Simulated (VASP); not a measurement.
# Rh in VASP: a series of runs

Rh is run at these levels: PBE; tasks: single point.

Everything below comes from runs of VASP 6.6.1. Logs are shortened: lines on timing, memory, paths and dates and some standing lists are left out, and cuts for length are marked.

### Step 1. The cell of the first run

The cell holds a slab with vacuum, 3 atoms: a = 2.708 Å, b = 2.708 Å, c = 18.830 Å, α = 90.00°, β = 90.00°, γ = 90.00°.

### Step 2. Single point, PBE

INCAR

```
SYSTEM = Rh
ALGO     = Normal         ! electronic algorithm
DIPOL    = 0.5 0.5 0.500
EDIFF    = 1E-7           ! SCF threshold, eV
ENCUT    = 520            ! plane-wave cutoff, eV
GGA      = PE             ! functional
IDIPOL   = 3            
ISIF     = 2              ! what is computed and relaxed
ISMEAR   = 0              ! smearing method
LASPH    = .TRUE.         ! aspherical terms in the spheres
LCHARG   = .TRUE.         ! write CHGCAR
LDIPOL   = .TRUE.       
LELF     = .TRUE.         ! ELF
LREAL    = .FALSE.        ! projectors in reciprocal space
LVACPOTAV= .TRUE.       
LVHAR    = .TRUE.       
LWAVE    = .FALSE.        ! write WAVECAR
NBANDS   = 30             ! bands
NELM     = 80             ! most SCF steps
PREC     = Accurate       ! precision mode
SIGMA    = 0.1            ! smearing width, eV
```

KPOINTS

```
k-points
0
G
  13 13 1
  0 0 0
```

POSCAR

```
Rh
1.0
    2.7082034589      0.0000000000      0.0000000000
    0.0000000000      2.7082034589      0.0000000000
    0.0000000000      0.0000000000     18.8299780612
Rh
3
Direct
    0.5000000000      0.5000000000      0.3983010482
    0.0000000000      0.0000000000      0.5000000000
    0.5000000000      0.5000000000      0.6016989518
```

Potentials or basis: VASP PAW PBE potentials, release 64 (Rh_pv).

Launch:

```console
$ cat potpaw_PBE.64/Rh_pv/POTCAR > POTCAR
$ mpirun -np 1 vasp_std > vasp.out
```

OUTCAR:

```text
SYSTEM = Rh
   EDIFF = 1E-7
   ENCUT = 520
   GGA = PE
   ISIF = 2
   ISMEAR = 0
   LASPH = .TRUE.
   LREAL = .FALSE.
   NELM = 80
   PREC = Accurate

 ion  position               nearest neighbor table
   1  0.500  0.500  0.398-   2 2.71   2 2.71   2 2.71   2 2.71
   2  0.000  0.000  0.500-   1 2.71   3 2.71   1 2.71   3 2.71   1 2.71   3 2.71   1 2.71   3 2.71

   3  0.500  0.500  0.602-   2 2.71   2 2.71   2 2.71   2 2.71

  LATTYP: Found a simple tetragonal cell.
 ALAT       =     2.7082034589
 C/A-ratio  =     6.9529407029

  Lattice vectors:

 A1 = (   2.7082034589,   0.0000000000,   0.0000000000)
 A2 = (   0.0000000000,   2.7082034589,   0.0000000000)
 A3 = (   0.0000000000,   0.0000000000,  18.8299780612)

Analysis of symmetry for initial positions (statically):
=====================================================================
 Subroutine PRICEL returns:
 Original cell was already a primitive cell.

 Routine SETGRP: Setting up the symmetry group for a
 simple tetragonal supercell.

 Subroutine GETGRP returns: Found 16 space group operations
 (whereof 16 operations were pure point group operations)
 out of a pool of 16 trial point group operations.

The static configuration has the point symmetry D_4h.

Analysis of symmetry for dynamics (positions and initial velocities):
=====================================================================
 Subroutine PRICEL returns:
 Original cell was already a primitive cell.

 Routine SETGRP: Setting up the symmetry group for a
 simple tetragonal supercell.

 Subroutine GETGRP returns: Found 16 space group operations
 (whereof 16 operations were pure point group operations)
 out of a pool of 16 trial point group operations.

The dynamic configuration has the point symmetry D_4h.

 Subroutine INISYM returns: Found 16 space group operations
 (whereof 16 operations are pure point group operations),
 and found     1 'primitive' translations

----------------------------------------------------------------------------------------

                                     Primitive cell

  volume of cell :     138.1060

  direct lattice vectors                    reciprocal lattice vectors
     2.708203459  0.000000000  0.000000000     0.369248476  0.000000000  0.000000000
     0.000000000  2.708203459  0.000000000     0.000000000  0.369248476  0.000000000
     0.000000000  0.000000000 18.829978061     0.000000000  0.000000000  0.053106806

  length of vectors
     2.708203459  2.708203459 18.829978061     0.369248476  0.369248476  0.053106806

[... 85 lines left out ...]
   NSW    =      0    number of steps for IOM
   IBRION =     -1    ionic relax: 0-MD 1-quasi-New 2-CG
   NFREE  =      0    steps in history (QN), initial steepest desc. (CG)
   ISIF   =      2    stress and relaxation
   ISYM   =      2    0-nonsym 1-usesym 2-fastsym
   POTIM  = 0.5000    time-step for ionic-motion
   TEBEG  =    0.0;   TEEND  =   0.0 temperature during run
   PSTRESS=    0.0 pullay stress
   NELECT =      45.0000    total number of electrons
   NUPDOWN=      -1.0000    fix difference up-down
   EMIN   =  10.00;   EMAX   =-10.00  energy-range for DOS
   EFERMI =   0.00;   METHOD = LEGACY
   ISMEAR =     0;   SIGMA  =   0.10  broadening in eV -4-tet -1-fermi 0-gaus
   EFERMI_NEDOS =   21; number of points for ismear=-14 and -15
   IALGO  =     38    algorithm
   IMIX   =      4    mixing-type and parameters
     AMIX     =   0.40;   BMIX     =  1.00
     AMIX_MAG =   1.60;   BMIX_MAG =  1.00
  volume/ion in A,a.u.               =      46.04       310.66
  Fermi-wavevector in a.u.,A,eV,Ry     =   1.126527  2.128827 17.266646  1.269063
  Thomas-Fermi vector in A             =   2.263209
   LORBIT       =      0    0 simple, 1 ext, 2 COOP (PROOUT), +10 PAW based schemes
   GGA     = PE    functional components
   LHFCALC =     F    Hartree Fock is set to
   AEXX    =    0.0000 exact exchange contribution
   IVDW    =     0    specifies the selected vdW correction
   LEPSILON=     F    determine dielectric tensor
   LRPA    =     F    only Hartree local field effects (RPA)
 non-spin polarized calculation
 Gauss-broadening in eV      SIGMA  =   0.10
  energy-cutoff  :      520.00
  volume of cell :      138.11
 maximum number of plane-waves:      3744
   NGX = 11   NGY = 11   NGZ = 71

 number of electron      45.0000019 magnetization

 dipolmoment           0.000000      0.000000     -0.000000 electrons x Angstroem

 Free energy of the ion-electron system (eV)
  ---------------------------------------------------
  ext. energy  EPLUGINS =         0.00000000
  ---------------------------------------------------
  free energy    TOTEN  =       -19.61021148 eV

  energy without entropy =      -19.58771006  energy(sigma->0) =      -19.59896077

 E-fermi :   0.1041     XC(G=0):  -5.2940

 val. band max:        0.0958891329   @ k =   0.4615   0.1538   0.0000
 cond. band min:       0.1560896675   @ k =   0.3846   0.3846   0.0000
 fundamental gap:      0.0602005346
 Fermi energy:         0.1040612104

 k-point     1 :       0.0000    0.0000    0.0000
  band No.  band energies     occupation
      1     -46.6081      2.00000
      2     -46.3938      2.00000
      3     -46.3938      2.00000
      4     -45.9106      2.00000
      5     -45.8314      2.00000
      6     -45.8283      2.00000
[... 781 lines left out ...]
     29       8.7087      0.00000
     30       9.7119      0.00000

 [... further k-points ...]

------------------------ aborting loop because EDIFF is reached ----------------------------------------

  FORCE on cell =-STRESS in cart. coord.  units (eV):
  Direction    XX          YY          ZZ          XY          YZ          ZX
  --------------------------------------------------------------------------------------
  -------------------------------------------------------------------------------------
  Total       -3.4284479     -3.4284479     -2.4842798      0.0000000     -0.0000000     -0.0000000
  in kB      -39.7736778    -39.7736778    -28.8203137      0.0000000     -0.0000000     -0.0000000
  external PRESSURE =     -36.1225564 kB  Pullay stress =       0.0000000 kB

 VOLUME and BASIS-vectors are now :
 -----------------------------------------------------------------------------
  energy-cutoff  :      520.00
  volume of cell :      138.11
      direct lattice vectors                 reciprocal lattice vectors
     2.708203459  0.000000000  0.000000000     0.369248476  0.000000000  0.000000000
     0.000000000  2.708203459  0.000000000     0.000000000  0.369248476  0.000000000
     0.000000000  0.000000000 18.829978061     0.000000000  0.000000000  0.053106806

 POSITION                                       TOTAL-FORCE (eV/Angst)
 -----------------------------------------------------------------------------------
      1.35410      1.35410      7.50000         0.000000      0.000000      0.642712
      0.00000      0.00000      9.41499         0.000000     -0.000000      0.000000
      1.35410      1.35410     11.32998        -0.000000      0.000000     -0.642712
 -----------------------------------------------------------------------------------
    total drift:                               -0.000000      0.000000     -0.000000

  FREE ENERGIE OF THE ION-ELECTRON SYSTEM (eV)
  ---------------------------------------------------
  free  energy   TOTEN  =       -19.6102114802 eV

  energy  without entropy=      -19.5877100596  energy(sigma->0) =      -19.59896077

 vacuum level on the upper side and lower side of the slab         5.020         5.020
```

OSZICAR:

```text
N       E                     dE             d eps       ncg     rms          rms(c)
DAV:   1     0.400700964596E+03    0.40070E+03   -0.28289E+04  2216   0.137E+03
DAV:   2    -0.119047352453E+02   -0.41261E+03   -0.40047E+03  1856   0.402E+02
DAV:   3    -0.208067345591E+02   -0.89020E+01   -0.86999E+01  1932   0.668E+01
[... 15 lines left out ...]
DAV:  19    -0.196102052546E+02   -0.30624E-04   -0.25419E-06  1420   0.305E-03    0.913E-04
DAV:  20    -0.196102093320E+02   -0.40774E-05   -0.14061E-07  1216   0.116E-03    0.185E-04
DAV:  21    -0.196102112882E+02   -0.19562E-05   -0.99096E-08  1144   0.601E-04    0.571E-05
DAV:  22    -0.196102114201E+02   -0.13190E-06   -0.34410E-09  1100   0.160E-04    0.377E-05
DAV:  23    -0.196102114802E+02   -0.60110E-07   -0.30356E-09  1058   0.110E-04
   1 F= -.19610211E+02 E0= -.19598961E+02  d E =-.225014E-01
```

Run time: 1.7 min. Hardware: 1 thread of Intel Xeon Platinum 8488C (Sapphire Rapids), shared host; peak memory 0.27 GiB.

Results:

* Free energy: -19.6102 eV
* Largest force: 0.643 eV/Å

Forces on the atoms (eV/Å):
```
Rh   0.000  0.000  0.643
Rh   0.000  0.000  0.000
Rh   0.000  0.000 -0.643
```

Levels at points of the mesh, in eV from the Fermi level:
| k point | band 20 | band 21 | band 22 | band 23 | band 24 | band 25 | band 26 | band 27 |
| --- | --- | --- | --- | --- | --- | --- | --- | --- |
| (0.00, 0.00, 0.00) | -0.65 | -0.65 | -0.57 | 0.28 | 0.30 | 0.62 | 0.63 | 0.63 |

### Step 3. Single point, PBE

INCAR

```
PREC = Accurate
ENCUT = 520
EDIFF = 1E-6
ISMEAR = 0
SIGMA = 0.1
LREAL = False
LASPH = True
NELM = 60
ALGO = Normal
ISIF = 2
LWAVE = False
LCHARG = False
LDIPOL = True
IDIPOL = 3
DIPOL = 0.5 0.5 0.500
GGA = PE
NBANDS = 30
```

KPOINTS

```
regular mesh
0
Gamma
  13 13 1
```

POSCAR

```
Rh
1.0
    2.7082034589      0.0000000000      0.0000000000
    0.0000000000      2.7082034589      0.0000000000
    0.0000000000      0.0000000000     18.8299780612
Rh
3
Direct
    0.5000000000      0.5000000000      0.4023007744
    0.0000000000      0.0000000000      0.5000000017
    0.5000000000      0.5000000000      0.5976992239
```

Potentials or basis: VASP PAW PBE potentials, release 64 (Rh_pv).

Launch:

```console
$ cat potpaw_PBE.64/Rh_pv/POTCAR > POTCAR
$ mpirun -np 1 vasp_std > vasp.out
```

It took 97 s on 1 thread of Intel Xeon Platinum 8488C (Sapphire Rapids), shared host; peak memory 0.26 GiB.

It converged, with:

```
Free energy   : -19.6608 eV
Largest force : 0.004 eV/Å
```

Forces in eV/Å, atoms in the order of the input:
```
Rh   0.000  0.000  0.004
Rh   0.000  0.000  0.000
Rh   0.000  0.000 -0.004
```

Levels at points of the mesh, in eV from the Fermi level:
```tsv
k point	band 20	band 21	band 22	band 23	band 24	band 25
(0.00, 0.00, 0.00)	-0.84	-0.77	-0.77	0.19	0.38	0.62
```
